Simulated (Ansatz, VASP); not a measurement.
**One calculation of Pt, two programs**

```
Pt
1.0
     0.00000    2.77653    2.77653
     2.77653    0.00000    2.77653
     2.77653    2.77653    0.00000
Pt
2
Direct
  0.87500 0.87500 0.87500
  0.12500 0.12500 0.12500
```

Change from the starting cell: volume scaled by 0.95, LAPW.

Alike in both runs: task single point; functional LDA; k mesh 12 × 12 × 12; occupations fermi-dirac, width 0.1 eV; no spin polarisation.

```csv
,VASP,Ansatz
version,VASP 6.6.1,Ansatz 0.2.0
potentials or method,"VASP PAW LDA potentials, release 64 (Pt), cutoff 520 eV","all-electron LAPW, scalar-relativistic"
```

Ansatz gave:

```
pressure (GPa) : 8.6
```

Task: Estimate VASP's values.

Result: Pressure (GPa): 8.5.

LDA's correlation is that of Perdew and Zunger in VASP and of Perdew and Wang (1992) in Ansatz. Ansatz ran all-electron here, and VASP with PAW potentials.

Neither program's run includes spin-orbit coupling.
